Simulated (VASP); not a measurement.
# Hg (Fm-3m) in VASP: a series of runs, part 2 of 2

VASP 6.6.1.

## 3. Single point, PBE+D3(BJ) (volume scaled by 1.10)

The input, INCAR:

```
  PREC = Accurate
  ENCUT = 520
  EDIFF = 1E-6
  ISMEAR = 0
  SIGMA = 0.1
  LREAL = F
  LASPH = T
  NELM = 80
  ALGO = Fast
  ISIF = 2
  LWAVE = F
  LCHARG = F
  GGA = PE
  IVDW = 12
  NBANDS = 12
```

The input, KPOINTS:

```
Automatic mesh
0
Gamma
  16 16 16
```

The input, POSCAR:

```
Hg
1.0
    0.0000000000      2.3916626112      2.3916626112
    2.3916626112      0.0000000000      2.3916626112
    2.3916626112      2.3916626112      0.0000000000
Hg
1
Direct
    0.0000000000      0.0000000000      0.0000000000
```

Potentials or basis: VASP PAW PBE potentials, release 64 (Hg).

Started as:

```sh
cat potpaw_PBE.64/Hg/POTCAR > POTCAR
mpirun -np 1 vasp_std > vasp.out
```

OUTCAR:

```text
PREC = Accurate
   ENCUT = 520
   EDIFF = 1E-6
   ISMEAR = 0
   LREAL = F
   LASPH = T
   NELM = 80
   ISIF = 2
   GGA = PE
   IVDW = 12
 IVDW          = 12

 ion  position               nearest neighbor table
   1  0.000  0.000  0.000-

  LATTYP: Found a face centered cubic cell.
 ALAT       =     4.7833252224

  Lattice vectors:

 A1 = (   0.0000000000,   2.3916626112,   2.3916626112)
 A2 = (   2.3916626112,   0.0000000000,   2.3916626112)
 A3 = (   2.3916626112,   2.3916626112,   0.0000000000)

Analysis of symmetry for initial positions (statically):
=====================================================================
 Subroutine PRICEL returns:
 Original cell was already a primitive cell.

 Routine SETGRP: Setting up the symmetry group for a
 face centered cubic supercell.

 Subroutine GETGRP returns: Found 48 space group operations
 (whereof 48 operations were pure point group operations)
 out of a pool of 48 trial point group operations.

The static configuration has the point symmetry O_h .

Analysis of symmetry for dynamics (positions and initial velocities):
=====================================================================
 Subroutine PRICEL returns:
 Original cell was already a primitive cell.

 Routine SETGRP: Setting up the symmetry group for a
 face centered cubic supercell.

 Subroutine GETGRP returns: Found 48 space group operations
 (whereof 48 operations were pure point group operations)
 out of a pool of 48 trial point group operations.

The dynamic configuration has the point symmetry O_h .

 Subroutine INISYM returns: Found 48 space group operations
 (whereof 48 operations are pure point group operations),
 and found     1 'primitive' translations

----------------------------------------------------------------------------------------

                                     Primitive cell

  volume of cell :      27.3609

  direct lattice vectors                    reciprocal lattice vectors
     0.000000000  2.391662611  2.391662611    -0.209059588  0.209059588  0.209059588
     2.391662611  0.000000000  2.391662611     0.209059588 -0.209059588  0.209059588
     2.391662611  2.391662611  0.000000000     0.209059588  0.209059588 -0.209059588

  length of vectors
     3.382321701  3.382321701  3.382321701     0.362101828  0.362101828  0.362101828

  position of ions in fractional coordinates (direct lattice)
     0.000000000  0.000000000  0.000000000

  ion indices of the primitive-cell ions
   primitive index   ion index
                 1           1

----------------------------------------------------------------------------------------

 KPOINTS: Automatic mesh

Automatic generation of k-mesh.
 Grid dimensions read from file:
 generate k-points for:   16   16   16

 Generating k-lattice:

  Cartesian coordinates                     Fractional coordinates (reciprocal lattice)
    -0.013066224  0.013066224  0.013066224     0.062500000  0.000000000  0.000000000
     0.013066224 -0.013066224  0.013066224     0.000000000  0.062500000  0.000000000
     0.013066224  0.013066224 -0.013066224     0.000000000  0.000000000  0.062500000

  Length of vectors
     0.022631364  0.022631364  0.022631364

  Shift w.r.t. Gamma in fractional coordinates (k-lattice)
     0.000000000  0.000000000  0.000000000

 Subroutine IBZKPT returns following result:
 ===========================================

 Found    145 irreducible k-points:

 Following reciprocal coordinates:
            Coordinates               Weight
  0.000000  0.000000  0.000000      1.000000
  0.062500  0.000000  0.000000      8.000000
  0.125000  0.000000  0.000000      8.000000
  0.187500  0.000000  0.000000      8.000000
  0.250000  0.000000  0.000000      8.000000
  0.312500  0.000000  0.000000      8.000000
[... 16 lines left out ...]
 -0.125000  0.062500  0.000000     24.000000
 -0.062500  0.062500  0.000000     12.000000
 [... further k-points ...]
   k-points           NKPTS =    145   k-points in BZ     NKDIM =    145   number of bands    NBANDS=     12
   number of dos      NEDOS =    301   number of ions     NIONS =      1
   total plane-waves  NPLWV =  21952
   dimension x,y,z NGX =    28 NGY =   28 NGZ =   28
   dimension x,y,z NGXF=    56 NGYF=   56 NGZF=   56
   ions per type =               1
   NGX,Y,Z   is equivalent  to a cutoff of  13.76, 13.76, 13.76 a.u.
   NGXF,Y,Z  is equivalent  to a cutoff of  27.52, 27.52, 27.52 a.u.
 SYSTEM =  unknown system
   PREC   = accura    normal or accurate (medium, high low for compatibility)
   ISTART =      0    job   : 0-new  1-cont  2-samecut
   ICHARG =      2    charge: 1-file 2-atom 10-const
   ISPIN  =      1    spin polarized calculation?
   LNONCOLLINEAR =      F non collinear calculations
   LSORBIT =      F    spin-orbit coupling
   LASPH  =      T    aspherical Exc in radial PAW
   ENCUT  =  520.0 eV  38.22 Ry    6.18 a.u.   6.29  6.29  6.29*2*pi/ulx,y,z
   NELM   =     80;   NELMIN=  2; NELMDL= -5     # of ELM steps
   EDIFF  = 0.1E-05   stopping-criterion for ELM
   LREAL  =      F    real-space projection
   EDIFFG = 0.1E-04   stopping-criterion for IOM
   NSW    =      0    number of steps for IOM
   IBRION =     -1    ionic relax: 0-MD 1-quasi-New 2-CG
   NFREE  =      0    steps in history (QN), initial steepest desc. (CG)
   ISIF   =      2    stress and relaxation
   ISYM   =      2    0-nonsym 1-usesym 2-fastsym
   POTIM  = 0.5000    time-step for ionic-motion
   TEBEG  =    0.0;   TEEND  =   0.0 temperature during run
   PSTRESS=    0.0 pullay stress
   NELECT =      12.0000    total number of electrons
   NUPDOWN=      -1.0000    fix difference up-down
   EMIN   =  10.00;   EMAX   =-10.00  energy-range for DOS
   EFERMI =   0.00;   METHOD = LEGACY
   ISMEAR =     0;   SIGMA  =   0.10  broadening in eV -4-tet -1-fermi 0-gaus
   EFERMI_NEDOS =   21; number of points for ismear=-14 and -15
   IALGO  =     68    algorithm
   IMIX   =      4    mixing-type and parameters
     AMIX     =   0.40;   BMIX     =  1.00
     AMIX_MAG =   1.60;   BMIX_MAG =  1.00
  volume/ion in A,a.u.               =      27.36       184.64
  Fermi-wavevector in a.u.,A,eV,Ry     =   1.243823  2.350485 21.049522  1.547096
  Thomas-Fermi vector in A             =   2.378117
   LORBIT       =      0    0 simple, 1 ext, 2 COOP (PROOUT), +10 PAW based schemes
   GGA     = PE    functional components
   LHFCALC =     F    Hartree Fock is set to
   AEXX    =    0.0000 exact exchange contribution
   IVDW    =    12    specifies the selected vdW correction
   LEPSILON=     F    determine dielectric tensor
   LRPA    =     F    only Hartree local field effects (RPA)
 non-spin polarized calculation
 RMM-DIIS sequential band-by-band and
 Gauss-broadening in eV      SIGMA  =   0.10
  energy-cutoff  :      520.00
  volume of cell :       27.36
 maximum number of plane-waves:       754
 NGX is ok and might be reduce to    28
   NGX = 13   NGY = 13   NGZ = 13

 number of electron      11.9999999 magnetization

 Free energy of the ion-electron system (eV)
  ---------------------------------------------------
  ext. energy  EPLUGINS =         0.00000000
  ---------------------------------------------------
  free energy    TOTEN  =        -0.15738350 eV

  energy without entropy =       -0.15608688  energy(sigma->0) =       -0.15673519

 E-fermi :   1.4217     XC(G=0): -10.0523

 val. band max:        1.3799172574   @ k =  -0.4375   0.1250   0.0000
 cond. band min:       1.4635247805   @ k =  -0.3750   0.4375   0.0625
 fundamental gap:      0.0836075231
 Fermi energy:         1.4216526293

 k-point     1 :       0.0000    0.0000    0.0000
  band No.  band energies     occupation
      1      -6.2488      2.00000
      2      -4.9147      2.00000
      3      -4.9147      2.00000
      4      -4.9147      2.00000
      5      -4.4484      2.00000
      6      -4.4484      2.00000
      7      14.9153      0.00000
      8      15.0935      0.00000
      9      15.0935      0.00000
     10      15.0935      0.00000
     11      19.0081      0.00000
     12      19.9297      0.00000
[... 331 lines left out ...]
 k-point    24 :      -0.0625    0.0625    0.0000
  band No.  band energies     occupation
      1      -6.0183      2.00000
      2      -4.9429      2.00000
      3      -4.8754      2.00000
      4      -4.8558      2.00000
      5      -4.4794      2.00000
      6      -4.4347      2.00000
      7      13.1538      0.00000
      8      13.7080      0.00000
      9      15.2692      0.00000
     10      15.3649      0.00000
     11      18.8206      0.00000
     12      19.9726      0.00000

 [... further k-points ...]

------------------------ aborting loop because EDIFF is reached ----------------------------------------

 Edisp (eV)   -0.38290

 E8    (eV) :    -0.1739

  FORCE on cell =-STRESS in cart. coord.  units (eV):
  Direction    XX          YY          ZZ          XY          YZ          ZX
  --------------------------------------------------------------------------------------
  -------------------------------------------------------------------------------------
  Total      -0.18358    -0.18358    -0.18358     0.00000     0.00000     0.00000
  in kB     -10.74976   -10.74976   -10.74976     0.00000     0.00000     0.00000
  external pressure =      -10.75 kB  Pullay stress =        0.00 kB

 VOLUME and BASIS-vectors are now :
 -----------------------------------------------------------------------------
  energy-cutoff  :      520.00
  volume of cell :       27.36
      direct lattice vectors                 reciprocal lattice vectors
     0.000000000  2.391662611  2.391662611    -0.209059588  0.209059588  0.209059588
     2.391662611  0.000000000  2.391662611     0.209059588 -0.209059588  0.209059588
     2.391662611  2.391662611  0.000000000     0.209059588  0.209059588 -0.209059588

 POSITION                                       TOTAL-FORCE (eV/Angst)
 -----------------------------------------------------------------------------------
      0.00000      0.00000      0.00000         0.000000      0.000000      0.000000
 -----------------------------------------------------------------------------------
    total drift:                               -0.000000     -0.000000     -0.000000

  FREE ENERGIE OF THE ION-ELECTRON SYSTEM (eV)
  ---------------------------------------------------
  free  energy   TOTEN  =        -0.5402853007 eV

  energy  without entropy=       -0.5389886881  energy(sigma->0) =       -0.53963699
```

stdout:

```text
POSCAR found type information on POSCAR Hg
 POSCAR found :  1 types and       1 ions
 scaLAPACK will be used
 LDA part: xc-table for (Slater+PW92), standard interpolation
 POSCAR, INCAR and KPOINTS ok, starting setup
 FFT: planning ... GRIDC
 FFT: planning ... GRID_SOFT
 FFT: planning ... GRID
 WAVECAR not read
 entering main loop
```

It took 22 s on 1 thread of Intel Xeon 6975P-C (Granite Rapids), shared host; peak memory 0.19 GiB.

Results:

```
Free energy                : -0.5403 eV
Pressure                   : -1.1 GPa
Band gap on the k mesh     : zero (band 6 reaches 1.57 eV, above the bottom of band 7 at 0.68 eV)
Dispersion energy per atom : -0.383 eV
```

Caveat: the cell differs from its parent crystal (volume scaled by 1.10); spin-orbit coupling is left out, which moves the levels of the heavy elements; pairwise dispersion overbinds metals, which lowers pressure and volume.

## 4. Relaxation of cell and atoms, PBE+D3(BJ)

This run uses another cell than the first one, of 24.87 Å³/atom, 0.943 times its volume.

The input, INCAR:

```
  PREC = Accurate
  ENCUT = 600
  EDIFF = 1E-6
  ISMEAR = 0
  SIGMA = 0.1
  LREAL = False
  LASPH = True
  NELM = 60
  ALGO = Normal
  ISIF = 3
  LWAVE = False
  LCHARG = False
  GGA = PE
  IVDW = 12
  IBRION = 2
  NSW = 100
  EDIFFG = -0.005
```

KPOINTS is that of step 3.

The input, POSCAR:

```
Hg
1.0
    0.0000000000      2.3168736619      2.3168736619
    2.3168736619      0.0000000000      2.3168736619
    2.3168736619      2.3168736619      0.0000000000
Hg
1
Direct
    0.0000000000      0.0000000000      0.0000000000
```

Started as:

```sh
cat potpaw_PBE.64/Hg/POTCAR > POTCAR
mpirun -np 1 vasp_std > vasp.out
```

Run time: 36 s. Hardware: 1 thread of Intel Xeon 6975P-C (Granite Rapids), shared host; peak memory 0.2 GiB.

The run converged. Its results:

- Free energy: -0.5471 eV
- Relaxed volume: 25.30 Å³/atom
- Relaxed cell: a = 3.295 Å, b = 3.295 Å, c = 3.295 Å, α = 60.00°, β = 60.00°, γ = 60.00°
- Space group after relaxing (to 0.05 Å): Fm-3m (No. 225)
- Energy gained by relaxing: 0.4 meV/atom
- Ionic steps: 3
- Pressure after relaxing: 0.0 GPa
- Band gap on the k mesh: zero (band 6 reaches 2.39 eV, above the bottom of band 7 at 0.91 eV)
- Dispersion energy per atom: -0.414 eV

The path:
```tsv
step	energy change (eV)	largest force (eV/Å)	pressure (GPa)	volume (Å³)
1	0.0000	0.0000	0.28	24.87
2	-0.0002	0.0000	0.17	25.03
3	-0.0004	0.0000	0.02	25.30
```

Final structure:
```xyz
1
Lattice="0.0000 2.3299 2.3299 2.3299 0.0000 2.3299 2.3299 2.3299 0.0000" Properties=species:S:1:pos:R:3 pbc="T T T"
Hg    0.0000    0.0000    0.0000
```

Levels at points of the mesh, in eV from the Fermi level:
| k point | band 2 | band 3 | band 4 | band 5 | band 6 | band 7 | band 8 | band 9 | band 10 |
| --- | --- | --- | --- | --- | --- | --- | --- | --- | --- |
| (0.00, 0.00, 0.00) | -6.64 | -6.64 | -6.64 | -6.09 | -6.09 | 13.59 | 14.29 | 14.29 | 14.29 |
| (0.50, 0.00, 0.00) | -6.64 | -6.64 | -5.62 | -5.62 | -1.59 | -1.15 | 12.04 | 12.04 | 12.86 |
| (0.50, 0.50, 0.00) | -7.40 | -5.65 | -5.50 | -5.50 | 0.17 | 0.35 | 6.94 | 6.94 | 11.10 |

Caveat: spin-orbit coupling is left out, which moves the levels of the heavy elements; pairwise dispersion overbinds metals, which lowers pressure and volume.

## 5. Summary

```csv
task,cell,cutoff (eV),gap on the mesh (eV),pressure (GPa)
single point,"a = 3.341 Å, angles 60.0°, 1 atom",520,none,-0.7
single point,"a = 3.382 Å, angles 60.0°, 1 atom",520,none,-1.1
relaxation of cell and atoms,"relaxed from a = 3.277 Å, angles 60.0°, 1 atom",600,none,0.0
```

Alike in all rows: level PBE+D3(BJ); potentials or basis VASP PAW PBE potentials, release 64 (Hg); no spin polarisation; k mesh 16 × 16 × 16; smearing gaussian 0.1 eV.

Caveats: spin-orbit coupling is left out, which moves the levels of the heavy elements; pairwise dispersion overbinds metals, which lowers pressure and volume.

Total energies depend on the potentials used, so only differences within one code and one set of settings carry meaning.
